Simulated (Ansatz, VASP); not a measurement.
**WSe2 in VASP and in Ansatz**

```
W Se
1.0
     3.35753    0.00000    0.00000
    -1.67876    2.90770    0.00000
     0.00000    0.00000   16.66114
W Se
1 2
Direct
  0.00000 0.00000 0.99794
  0.33333 0.66667 0.10280
  0.33333 0.66667 0.90200
```

Change from the starting cell: mode 9 frozen in at -0.040 Å, equal normal strain along x and y +0.0267.

Alike in both runs: task single point; functional PBEsol; k mesh 9 × 9 × 2; occupations gaussian, width 0.05 eV; no spin polarisation.

|  | VASP | Ansatz |
| --- | --- | --- |
| version | VASP 6.6.1 | Ansatz 0.2.0 |
| potentials or method | VASP PAW PBE potentials, release 64 (W_sv, Se), cutoff 520 eV | scalar-relativistic, plane waves, PAW |
| valence electrons in the cell | 26 | 46 |

|  | VASP | Ansatz | Ansatz less VASP |
| --- | --- | --- | --- |
| gap on the k mesh at the Fermi level (eV) | 1.43 | 1.43 | +0.004 |
| least direct gap on the mesh (eV) | 1.43 | 1.43 | +0.004 |
| rms of the force components (eV/Å) | 0.822 | 0.823 | +0.0005 |

VASP's potentials were made for PBE, not for PBEsol, and Ansatz warns of the same on its side. Atom by atom the forces differ by 0.026 eV/Å (rms over components). VASP's potentials hold 26 valence electrons a cell and Ansatz's 46, so a difference there can come from the potentials and not from the codes. Ansatz's warnings: xc potential rough in thin density.

Neither program's run includes spin-orbit coupling.
